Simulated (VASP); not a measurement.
# LaH3 (I4/mmm) in VASP: notebook, part 2 of 2

VASP 6.6.1. The steps go on from the part before.

## 3. Single point, LDA (volume scaled by 1.04)

INCAR reads:

```
SYSTEM = LaH3
ALGO     = Normal         ! electronic algorithm
EDIFF    = 1E-7           ! SCF threshold, eV
ENCUT    = 520            ! plane-wave cutoff, eV
ISIF     = 2              ! what is computed and relaxed
ISMEAR   = 0              ! smearing method
LASPH    = .True.         ! aspherical terms in the spheres
LCHARG   = .True.         ! write CHGCAR
LELF     = .True.         ! ELF
LREAL    = .False.        ! projectors in reciprocal space
LVHAR    = .True.       
LWAVE    = .False.        ! write WAVECAR
NBANDS   = 15             ! bands
NELM     = 100            ! most SCF steps
PREC     = Accurate       ! precision mode
SIGMA    = 0.05           ! smearing width, eV
```

KPOINTS reads:

```
k-points
0
Gamma
  8 8 8
  0 0 0
```

POSCAR reads:

```
LaH3
1.0
   -1.9479044898      1.9479044898      2.7995031866
    1.9479044898     -1.9479044898      2.7995031866
    1.9479044898      1.9479044898     -2.7995031866
H La
3 1
Direct
    0.7500000000      0.2500000000      0.5000000000
    0.2500000000      0.7500000000      0.5000000000
    0.5000000000      0.5000000000      0.0000000000
    0.0000000000      0.0000000000      0.0000000000
```

Potentials or basis: VASP PAW LDA potentials, release 64 (H, La).

On the command line:

```bash
cat potpaw_LDA.64/H/POTCAR potpaw_LDA.64/La/POTCAR > POTCAR
mpirun -np 1 vasp_std > vasp.out
```

OUTCAR:

```text
SYSTEM = LaH3
   EDIFF = 1E-7
   ENCUT = 520
   ISIF = 2
   ISMEAR = 0
   LASPH = .True.
   LREAL = .False.
   NELM = 100
   PREC = Accurate

 ion  position               nearest neighbor table
   1  0.750  0.250  0.500-
   2  0.250  0.750  0.500-
   3  0.500  0.500  0.000-
   4  0.000  0.000  0.000-

  LATTYP: Found a body centered tetragonal cell.
 ALAT       =     3.8958089796
 C/A-ratio  =     1.4371870907

  Lattice vectors:

 A1 = (  -1.9479044898,   1.9479044898,   2.7995031866)
 A2 = (   1.9479044898,  -1.9479044898,   2.7995031866)
 A3 = (   1.9479044898,   1.9479044898,  -2.7995031866)

Analysis of symmetry for initial positions (statically):
=====================================================================
 Subroutine PRICEL returns:
 Original cell was already a primitive cell.

 Routine SETGRP: Setting up the symmetry group for a
 body centered tetragonal supercell.

 Subroutine GETGRP returns: Found 16 space group operations
 (whereof 16 operations were pure point group operations)
 out of a pool of 16 trial point group operations.

The static configuration has the point symmetry D_4h.

Analysis of symmetry for dynamics (positions and initial velocities):
=====================================================================
 Subroutine PRICEL returns:
 Original cell was already a primitive cell.

 Routine SETGRP: Setting up the symmetry group for a
 body centered tetragonal supercell.

 Subroutine GETGRP returns: Found 16 space group operations
 (whereof 16 operations were pure point group operations)
 out of a pool of 16 trial point group operations.

The dynamic configuration has the point symmetry D_4h.

 Subroutine INISYM returns: Found 16 space group operations
 (whereof 16 operations are pure point group operations),
 and found     1 'primitive' translations

----------------------------------------------------------------------------------------

                                     Primitive cell

  volume of cell :      42.4890

  direct lattice vectors                    reciprocal lattice vectors
[... 122 lines left out ...]
 non-spin polarized calculation
 Gauss-broadening in eV      SIGMA  =   0.05
  energy-cutoff  :      520.00
  volume of cell :       42.49
 maximum number of plane-waves:      1163
 NGX is ok and might be reduce to    30
   NGX = 15   NGY = 15   NGZ = 15

 number of electron      13.9999999 magnetization

 Free energy of the ion-electron system (eV)
  ---------------------------------------------------
  ext. energy  EPLUGINS =         0.00000000
  ---------------------------------------------------
  free energy    TOTEN  =       -18.60487841 eV

  energy without entropy =      -18.60470264  energy(sigma->0) =      -18.60479052

 E-fermi :   7.7308     XC(G=0): -10.3701

 val. band max:        7.4405026711   @ k =   0.1250   0.0000  -0.0000
 cond. band min:       7.7546839147   @ k =   0.5000   0.0000  -0.0000
 fundamental gap:      0.3141812436
 Fermi energy:         7.7308240111

 k-point     1 :       0.0000    0.0000    0.0000
  band No.  band energies     occupation
      1     -25.4540      2.00000
      2      -8.7141      2.00000
      3      -8.7077      2.00000
      4      -8.7077      2.00000
      5      -0.3404      2.00000
      6       4.7922      2.00000
      7       7.9201      0.00000
      8       8.0309      0.00000
      9       8.0309      0.00000
     10       8.3283      0.00000
     11       8.8615      0.00000
     12       8.8942      0.00000
     13       8.8942      0.00000
     14       9.4815      0.00000
[... 401 lines left out ...]
      2      -9.7983      2.00000
      3      -9.2005      2.00000
      4      -8.9481      2.00000
      5       2.4903      2.00000
      6       3.3595      2.00000
      7       4.1132      2.00000
      8       8.2957      0.00000
      9       8.8049      0.00000
     10       8.9690      0.00000
     11       9.1215      0.00000
     12       9.3426      0.00000
     13       9.3693      0.00000
     14       9.3721      0.00000
     15       9.7738      0.00000

 [... further k-points ...]
[... 5 lines left out ...]
  --------------------------------------------------------------------------------------
  -------------------------------------------------------------------------------------
  Total       -0.8979135     -0.8979135     -0.9326177      0.0000000      0.0000000      0.0000000
  in kB      -33.8585845    -33.8585845    -35.1672130      0.0000000      0.0000000      0.0000000
  external PRESSURE =     -34.2947940 kB  Pullay stress =       0.0000000 kB

 VOLUME and BASIS-vectors are now :
 -----------------------------------------------------------------------------
  energy-cutoff  :      520.00
  volume of cell :       42.49
      direct lattice vectors                 reciprocal lattice vectors
    -1.947904490  1.947904490  2.799503187     0.000000000  0.256686097  0.178603119
     1.947904490 -1.947904490  2.799503187     0.256686097  0.000000000  0.178603119
     1.947904490  1.947904490 -2.799503187     0.256686097  0.256686097  0.000000000

 POSITION                                       TOTAL-FORCE (eV/Angst)
 -----------------------------------------------------------------------------------
      0.00000      1.94790      1.39975         0.000000      0.000000      0.000000
      1.94790      0.00000      1.39975        -0.000000     -0.000000     -0.000000
      0.00000      0.00000      2.79950        -0.000000     -0.000000      0.000000
      0.00000      0.00000      0.00000        -0.000000     -0.000000      0.000000
 -----------------------------------------------------------------------------------
    total drift:                                0.000000      0.000000      0.000000

  FREE ENERGIE OF THE ION-ELECTRON SYSTEM (eV)
  ---------------------------------------------------
  free  energy   TOTEN  =       -18.6048784103 eV

  energy  without entropy=      -18.6047026394  energy(sigma->0) =      -18.60479052
```

OSZICAR:

```text
N       E                     dE             d eps       ncg     rms          rms(c)
DAV:   1     0.972189289764E+02    0.97219E+02   -0.50471E+03  1826   0.128E+03
DAV:   2    -0.991729033241E+01   -0.10714E+03   -0.93664E+02  2139   0.187E+02
DAV:   3    -0.187809640542E+02   -0.88637E+01   -0.87368E+01  2220   0.837E+01
DAV:   4    -0.193190572444E+02   -0.53809E+00   -0.53704E+00  3219   0.144E+01
DAV:   5    -0.193291057409E+02   -0.10048E-01   -0.10048E-01  2308   0.191E+00    0.545E+00
DAV:   6    -0.187475546898E+02    0.58155E+00   -0.92918E-01  2981   0.545E+00    0.263E+00
DAV:   7    -0.186097756374E+02    0.13778E+00   -0.43139E-01  2587   0.291E+00    0.642E-01
DAV:   8    -0.186050752417E+02    0.47004E-02   -0.23492E-02  2859   0.170E+00    0.213E-01
DAV:   9    -0.186051520817E+02   -0.76840E-04   -0.55125E-03  2959   0.659E-01    0.964E-02
DAV:  10    -0.186048766575E+02    0.27542E-03   -0.13703E-03  2943   0.320E-01    0.678E-03
DAV:  11    -0.186048804140E+02   -0.37565E-05   -0.31844E-05  2733   0.348E-02    0.628E-03
DAV:  12    -0.186048783568E+02    0.20572E-05   -0.86837E-06  2962   0.267E-02    0.141E-03
DAV:  13    -0.186048784103E+02   -0.53538E-07   -0.27403E-07  2207   0.293E-03
   1 F= -.18604878E+02 E0= -.18604791E+02  d E =-.175771E-03
```

stdout:

```text
POSCAR found type information on POSCAR H La
 POSCAR found :  2 types and       4 ions
 scaLAPACK will be used
 LDA part: xc-table for (Slater(with rela. corr.)+CA(PZ))
 , standard interpolation
 POSCAR, INCAR and KPOINTS ok, starting setup
 FFT: planning ... GRIDC
 FFT: planning ... GRID_SOFT
 FFT: planning ... GRID
 WAVECAR not read
 entering main loop
```

Run time: 22 s. Hardware: 1 thread of Intel Xeon 6975P-C (Granite Rapids), shared host; peak memory 0.18 GiB.

What came out:

* Free energy: -18.6049 eV
* Pressure: -3.4 GPa
* Band gap on the k mesh: zero (band 7 reaches 7.92 eV, above the bottom of band 8 at 7.75 eV)

Levels at points of the mesh, in eV from the Fermi level:
```csv
k point,band 4,band 5,band 6,band 7,band 8,band 9,band 10,band 11
"(0.00, 0.00, 0.00)",-16.44,-8.07,-2.94,0.19,0.30,0.30,0.60,1.13
"(0.50, 0.00, 0.00)",-16.56,-6.06,-3.93,-2.12,0.02,0.16,1.23,1.23
"(0.50, 0.50, 0.00)",-16.82,-5.67,-5.50,-2.93,1.20,1.23,1.33,1.57
"(0.50, 0.50, 0.50)",-16.80,-5.58,-5.50,-3.01,1.23,1.23,1.35,1.55
```

Caveat: spin-orbit coupling is left out, which moves the levels of the heavy elements.
